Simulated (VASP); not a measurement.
Pd: single point with LDA

Pd, a slab with vacuum:

```xyz
5
Lattice="2.7155 0.0000 0.0000 -1.3577 2.3517 0.0000 0.0000 0.0000 24.8687" Properties=species:S:1:pos:R:3 pbc="T T T"
Pd    2.0366    0.3919    8.0000
Pd   -0.6789    1.9597   10.2172
Pd    0.6789    1.1758   12.4344
Pd    2.0366    0.3919   14.6515
Pd   -0.6789    1.9597   16.8687
```

```yaml
Program: VASP 6.6.1
Task: single point
Functional: LDA
Potentials_or_basis: VASP PAW LDA potentials, release 64 (Pd)
Cutoff: 520 eV
k_mesh: 15 × 15 × 1
Occupations: fermi-dirac, width 0.05 eV
Spin: no spin polarisation
Dipole_correction: yes
Further_INCAR_settings: ALGO = Normal; EDIFF = 1e-06; NBANDS = 33
```

```json
{
  "Largest force": "0.068 eV/Å",
  "Band gap on the k mesh": "zero (bands 25 and 26 overlap by 1.02 eV)"
}
```

Forces on the atoms (eV/Å):
```
Pd   0.000  0.000 -0.014
Pd   0.000  0.000  0.068
Pd   0.000  0.000  0.000
Pd   0.000  0.000 -0.068
Pd   0.000  0.000  0.014
```

Levels at points of the mesh, in eV from the Fermi level:
```
           k point  band 23  band 24  band 25  band 26  band 27  band 28
(0.00, 0.00, 0.00)    -1.19    -0.81    -0.81    -0.31    -0.31    -0.05
```

Run time: 2.1 min on 1 thread of AMD EPYC 9R45 96-Core Processor (Zen 5), on a shared host, peak memory 0.24 GiB.
